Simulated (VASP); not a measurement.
# ZnS (P6_3mc) in VASP: further runs, part 2 of 2

VASP 6.6.1.

## (3) Single point, PBE

This run uses another cell than the first one: it holds 8 atoms, not 4.

INCAR reads:

```
PREC = Accurate
ENCUT = 520
EDIFF = 1E-7
ISMEAR = 0
SIGMA = 0.05
LREAL = False
LASPH = True
NELM = 100
ALGO = Normal
ISIF = 2
LWAVE = False
LCHARG = True
GGA = PE
LELF = True
LVHAR = True
NBANDS = 46
```

KPOINTS reads:

```
regular mesh
0
Gamma
  8 8 3
```

POSCAR reads:

```
ZnS
1.0
   -3.8109987816      0.0000000000      0.0000000000
   -1.9054993908     -3.3004217586      0.0000000000
    0.0000000000      0.0000000000     12.4680000000
Zn S
4 4
Direct
    0.3333333333      0.3333333333      0.0000000000
    0.3333333333      0.3333333333      0.5000000000
    0.6666666667      0.6666666667      0.2500000000
    0.6666666667      0.6666666667      0.7500000000
    0.3333333333      0.3333333333      0.1925000000
    0.3333333333      0.3333333333      0.6925000000
    0.6666666667      0.6666666667      0.4425000000
    0.6666666667      0.6666666667      0.9425000000
```

Potentials or basis: VASP PAW PBE potentials, release 64 (Zn, S).

Started as:

```bash
$ cat potpaw_PBE.64/Zn/POTCAR potpaw_PBE.64/S/POTCAR > POTCAR
$ mpirun -np 1 vasp_std > vasp.out
```

OUTCAR:

```text
PREC = Accurate
   ENCUT = 520
   EDIFF = 1E-7
   ISMEAR = 0
   LREAL = False
   LASPH = True
   NELM = 100
   ISIF = 2
   GGA = PE

 ion  position               nearest neighbor table
   1  0.333  0.333  0.000-   8 2.31   8 2.31   8 2.31   5 2.40
   2  0.333  0.333  0.500-   7 2.31   7 2.31   7 2.31   6 2.40
   3  0.667  0.667  0.250-   5 2.31   5 2.31   5 2.31   7 2.40
   4  0.667  0.667  0.750-   6 2.31   6 2.31   6 2.31   8 2.40
[... 1204 lines left out ...]
  -------------------------------------------------------------------------------------
  Total        3.1203683      3.1203683      1.1041044      0.0000000      0.0000000      0.0000000
  in kB       31.8794926     31.8794926     11.2801708      0.0000000      0.0000000      0.0000000
  external PRESSURE =      25.0130520 kB  Pullay stress =       0.0000000 kB

 VOLUME and BASIS-vectors are now :
 -----------------------------------------------------------------------------
  energy-cutoff  :      520.00
  volume of cell :      156.82
      direct lattice vectors                 reciprocal lattice vectors
    -3.810998782  0.000000000  0.000000000    -0.262398405  0.151495789  0.000000000
    -1.905499391 -3.300421759  0.000000000     0.000000000 -0.302991579  0.000000000
     0.000000000  0.000000000 12.468000000     0.000000000  0.000000000  0.080205326

 POSITION                                       TOTAL-FORCE (eV/Angst)
 -----------------------------------------------------------------------------------
     -1.90550     -1.10014      0.00000         0.000000     -0.000000      0.322727
     -1.90550     -1.10014      6.23400         0.000000     -0.000000      0.322727
     -3.81100     -2.20028      3.11700        -0.000000     -0.000000      0.322727
     -3.81100     -2.20028      9.35100        -0.000000      0.000000      0.322727
     -1.90550     -1.10014      2.40009         0.000000     -0.000000     -0.322727
     -1.90550     -1.10014      8.63409         0.000000     -0.000000     -0.322727
     -3.81100     -2.20028      5.51709         0.000000      0.000000     -0.322727
     -3.81100     -2.20028     11.75109         0.000000      0.000000     -0.322727
 -----------------------------------------------------------------------------------
    total drift:                               -0.000000     -0.000000      0.000868

  FREE ENERGIE OF THE ION-ELECTRON SYSTEM (eV)
  ---------------------------------------------------
  free  energy   TOTEN  =       -27.3077077674 eV

  energy  without entropy=      -27.3077077674  energy(sigma->0) =      -27.30770777
```

OSZICAR:

```text
N       E                     dE             d eps       ncg     rms          rms(c)
DAV:   1     0.592741267405E+03    0.59274E+03   -0.33137E+04  1840   0.190E+03
DAV:   2     0.506097755899E+02   -0.54213E+03   -0.52252E+03  1848   0.437E+02
DAV:   3    -0.253282935511E+02   -0.75938E+02   -0.74901E+02  2060   0.152E+02
DAV:   4    -0.289656313728E+02   -0.36373E+01   -0.36217E+01  2240   0.331E+01
DAV:   5    -0.290247868884E+02   -0.59156E-01   -0.59127E-01  2144   0.429E+00    0.141E+01
DAV:   6    -0.272681751837E+02    0.17566E+01   -0.35850E+00  2810   0.418E+01    0.108E+01
DAV:   7    -0.273921027868E+02   -0.12393E+00   -0.48310E+00  2060   0.860E+00    0.408E+00
DAV:   8    -0.273104054753E+02    0.81697E-01   -0.29793E-01  2328   0.484E+00    0.134E+00
DAV:   9    -0.273070758392E+02    0.33296E-02   -0.94932E-02  2362   0.277E+00    0.398E-01
DAV:  10    -0.273071880169E+02   -0.11218E-03   -0.42313E-03  2214   0.832E-01    0.228E-01
DAV:  11    -0.273076634034E+02   -0.47539E-03   -0.90801E-04  2038   0.178E-01    0.117E-01
DAV:  12    -0.273076962294E+02   -0.32826E-04   -0.10477E-04  2238   0.871E-02    0.164E-02
DAV:  13    -0.273077085020E+02   -0.12273E-04   -0.22436E-05  2032   0.527E-02    0.963E-03
DAV:  14    -0.273077074847E+02    0.10174E-05   -0.85135E-06  2196   0.476E-02    0.511E-03
DAV:  15    -0.273077076418E+02   -0.15716E-06   -0.23727E-06  2282   0.778E-03    0.159E-03
DAV:  16    -0.273077078362E+02   -0.19433E-06   -0.49937E-07  1886   0.879E-03    0.884E-04
DAV:  17    -0.273077077674E+02    0.68754E-07   -0.71958E-08  1202   0.510E-03
   1 F= -.27307708E+02 E0= -.27307708E+02  d E =-.152459E-16
```

stdout:

```text
POSCAR found type information on POSCAR ZnS
 POSCAR found :  2 types and       8 ions
 scaLAPACK will be used
 LDA part: xc-table for (Slater+PW92), standard interpolation
 POSCAR, INCAR and KPOINTS ok, starting setup
 FFT: planning ... GRIDC
 FFT: planning ... GRID_SOFT
 FFT: planning ... GRID
 WAVECAR not read
 entering main loop
```

Run time: 4.2 min. Hardware: 1 thread of Intel Xeon 8259CL, shared host; peak memory 0.32 GiB.

What came out:

- Free energy: -27.3077 eV
- Pressure: 2.5 GPa
- Largest force: 0.323 eV/Å
- Band gap on the k mesh: 2.25 eV

Forces in eV/Å, atoms in the order of the input:
```
Zn   0.000  0.000  0.323
Zn   0.000  0.000  0.323
Zn   0.000  0.000  0.323
Zn   0.000  0.000  0.323
S    0.000  0.000 -0.323
S    0.000  0.000 -0.323
S    0.000  0.000 -0.323
S    0.000  0.000 -0.323
```

Levels at points of the mesh, in eV from the valence-band top:
```csv
k point,band 32,band 33,band 34,band 35,band 36,band 37,band 38,band 39,band 40,band 41
"(0.00, 0.00, 0.00)",-0.45,-0.45,-0.01,-0.01,0.00,2.25,3.00,3.51,3.51,6.30
"(0.50, 0.00, 0.00)",-1.66,-1.56,-1.53,-1.53,-0.98,3.62,3.62,3.62,4.27,5.15
```

Caveat: an odd mesh through Γ misses points on the zone boundary, where band edges can lie.

## (4) Single point, PBE

INCAR reads:

```
SYSTEM = ZnS
  PREC = Accurate
  ENCUT = 520
  EDIFF = 1E-7
  ISMEAR = 0
  SIGMA = 0.05
  LREAL = .False.
  LASPH = .True.
  NELM = 60
  ALGO = Normal
  ISIF = 2
  LWAVE = .False.
  LCHARG = .True.
  GGA = PE
  LELF = .True.
  LVHAR = .True.
  NBANDS = 26
```

KPOINTS reads:

```
Automatic mesh
0
Gamma
  12 12 6
  0 0 0
```

POSCAR reads:

```
ZnS
1.0
    3.8109987816      0.0000000000      0.0000000000
   -1.9054993908      3.3004217586      0.0000000000
    0.0000000000      0.0000000000      6.2340000000
Zn S
2 2
Direct
    0.3333333333      0.6666666667      0.0000000000
    0.6666666667      0.3333333333      0.5000000000
    0.3333333333      0.6666666667      0.3850000000
    0.6666666667      0.3333333333      0.8850000000
```

Started as:

```bash
$ cat potpaw_PBE.64/Zn/POTCAR potpaw_PBE.64/S/POTCAR > POTCAR
$ mpirun -np 1 vasp_std > vasp.out
```

It took 3.3 min on 1 thread of Intel Xeon Platinum 8375C at 2.90GHz (Ice Lake), shared host; peak memory 0.26 GiB.

Results (log left out):

```
Free energy            : -13.6541 eV
Pressure               : 2.5 GPa
Largest force          : 0.323 eV/Å
Band gap on the k mesh : 2.25 eV
```

Forces on the atoms (eV/Å):
```
Zn   0.000  0.000  0.323
Zn   0.000  0.000  0.323
S    0.000  0.000 -0.323
S    0.000  0.000 -0.323
```

Stress tensor (GPa, compression positive):
```
3.18 0.00 0.00
0.00 3.18 0.00
0.00 0.00 1.12
```

Levels at points of the mesh, in eV from the valence-band top:
| k point | band 14 | band 15 | band 16 | band 17 | band 18 | band 19 | band 20 | band 21 | band 22 | band 23 |
| --- | --- | --- | --- | --- | --- | --- | --- | --- | --- | --- |
| (0.00, 0.00, 0.00) | -0.86 | -0.86 | -0.01 | -0.01 | 0.00 | 2.25 | 3.00 | 6.30 | 6.30 | 6.61 |
| (0.50, 0.00, 0.00) | -4.21 | -3.16 | -2.25 | -1.56 | -0.98 | 3.62 | 4.27 | 5.18 | 7.14 | 7.42 |
| (0.00, 0.00, 0.50) | -2.76 | -0.45 | -0.45 | -0.45 | -0.45 | 3.51 | 3.51 | 6.73 | 6.73 | 6.73 |
| (0.50, 0.00, 0.50) | -4.90 | -1.66 | -1.66 | -1.53 | -1.53 | 3.62 | 3.62 | 5.15 | 5.15 | 9.00 |
